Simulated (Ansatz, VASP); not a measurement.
One calculation of KCl, two programs

File POSCAR:

```
KCl
1.0
    0.0000000000      3.3454660000      3.1561000000
    2.9667340000      0.0000000000      3.1561000000
    2.9667340000      3.3454660000      0.0000000000
K Cl
1 1
Direct
    0.0000000000      0.0000000000      0.0000000000
    0.5000000000      0.5000000000      0.5000000000
```

Contents of INCAR.step1:

```
SYSTEM = KCl
PREC = Accurate ; ENCUT = 550
ISMEAR = 0 ; SIGMA = 0.05
LREAL = .FALSE. ; LASPH = .TRUE.
NELM = 120 ; NBANDS = 15
GGA = PE ; ALGO = Normal
EDIFF = 1E-5 ; LWAVE = .TRUE.
LCHARG = .FALSE. ; GGA_COMPAT = .FALSE.
```

Contents of INCAR.step2:

```
SYSTEM = KCl
PREC = Accurate ; ENCUT = 550
EDIFF = 1E-6 ; ISMEAR = 0
SIGMA = 0.05 ; LREAL = .FALSE.
LASPH = .TRUE. ; NELM = 120
ALGO = Normal ; ISIF = 2
LWAVE = .FALSE. ; LCHARG = .FALSE.
METAGGA = R2SCAN ; LMIXTAU = .TRUE.
NBANDS = 15 ; ISTART = 1
GGA_COMPAT = .FALSE.
```

File KPOINTS:

```
Automatic mesh
0
G
  6 6 6
  0 0 0
```

Input for Ansatz:

```yaml
crystal:
  lattice:
    - [0.0, 3.345466, 3.1561]
    - [2.966734, 0.0, 3.1561]
    - [2.966734, 3.345466, 0.0]
  atoms:
    - { symbol: K, position: [0.0, 0.0, 0.0] }
    - { symbol: Cl, position: [0.5, 0.5, 0.5] }
basis:
  ecutwfc: 500
kpoints:
  mp_grid: { grid: [6, 6, 6] }
hamiltonian:
  xc: r2scan
scf:
  occupations: { method: gaussian, width: 0.05 }
output:
  forces: true
  stress: true
  eigenvalues: true
```

Change from the starting cell: strain -0.0600 x Voigt [1, -1, 0, 0, 0, 0], atoms carried along.

Alike in both runs: task single point; functional r2SCAN; k mesh 6 × 6 × 6; occupations gaussian, width 0.05 eV; no spin polarisation.

```csv
,VASP,Ansatz
version,VASP 6.6.1,Ansatz 0.2.0
potentials or method,"VASP PAW PBE potentials, release 64 (K_sv, Cl), cutoff 550 eV","scalar-relativistic, plane waves, PAW"
valence electrons in the cell,16,16
```

|  | VASP | Ansatz | Ansatz less VASP |
| --- | --- | --- | --- |
| gap on the k mesh at the Fermi level (eV) | 5.70 | 5.70 | -0.004 |
| least direct gap on the mesh (eV) | 5.70 | 5.70 | -0.004 |
| pressure (GPa) | 0.5 | 0.5 | 0.00 |
| traceless stress, the component that is largest in VASP (GPa) | 2.85 | 2.81 | -0.038 |

VASP's potentials were made for PBE, not for r2SCAN.
